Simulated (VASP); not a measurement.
Crystal: BiB.

```
B Bi
1.0
     0.00000    2.74487    2.74487
     2.60489    0.00000    2.74487
     2.60489    2.74487    0.00000
B Bi
1 1
Direct
  0.00000 0.00000 0.00000
  0.25000 0.25000 0.25000
```

This cell differs from its parent crystal: uniaxial x strain -5.1%.

Base run:

* Program: VASP 6.6.1
* Functional: r2SCAN
* Potentials or basis: VASP PAW PBE potentials, release 64 (B, Bi_d)
* Cutoff: 520 eV
* k mesh: 8 × 8 × 8
* Occupations: fermi-dirac, width 0.02 eV
* Spin: no spin polarisation

Its results: band gap on the k mesh 0.14 eV, indirect (least direct gap 0.51 eV); pressure 4.6 GPa.

Task: The run is repeated on the same cell with these changes: functional from r2SCAN to PBE. What comes out?

Result: Band gap on the k mesh 0.05 eV, indirect (least direct gap 0.39 eV); pressure 5.9 GPa.

Caveats: spin-orbit coupling is left out, which moves the levels of the heavy elements; the PAW data sets were made with another functional, which shifts forces and pressure a little (some runs).

A k mesh can miss the band edges.
